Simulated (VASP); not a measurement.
MnO:

```
CELL_PARAMETERS angstrom
0.00000 2.22391 2.22391
2.22391 0.00000 2.22391
2.22391 2.22391 0.00000
ATOMIC_POSITIONS crystal
Mn 0.00000 0.00000 0.00000
O 0.50000 0.50000 0.50000
```

Base run:

| Quantity | Value |
| --- | --- |
| Program | VASP 6.6.1 |
| Functional | RPBE |
| Potentials or basis | VASP PAW PBE potentials, release 64 (Mn_pv, O) |
| Cutoff | 520 eV |
| k mesh | 10 × 10 × 10 |
| Occupations | fermi-dirac, width 0.05 eV |
| Spin | collinear spin, ferromagnetic start |
| Starting moments | [4.0, 0.0] μB |

Its results: pressure 5.8 GPa; net moment 4.82 μB per cell; site moments Mn +4.38; O +0.20 μB.

**Question.** The run is repeated on the same cell with these changes: functional from RPBE to B3LYP5; k mesh from 10 × 10 × 10 to 5 × 5 × 5. What comes out?

**Answer.** Pressure 5.9 GPa; net moment 5.00 μB per cell; site moments Mn +4.55; O +0.24 μB.

Several settings changed at once.

Caveats: some runs use coarse meshes; the PAW data sets were made with another functional, which shifts forces and pressure a little; a cell with one magnetic atom can't hold antiferromagnetic order, which such compounds often take; the cell stands under pressure (at least some runs).
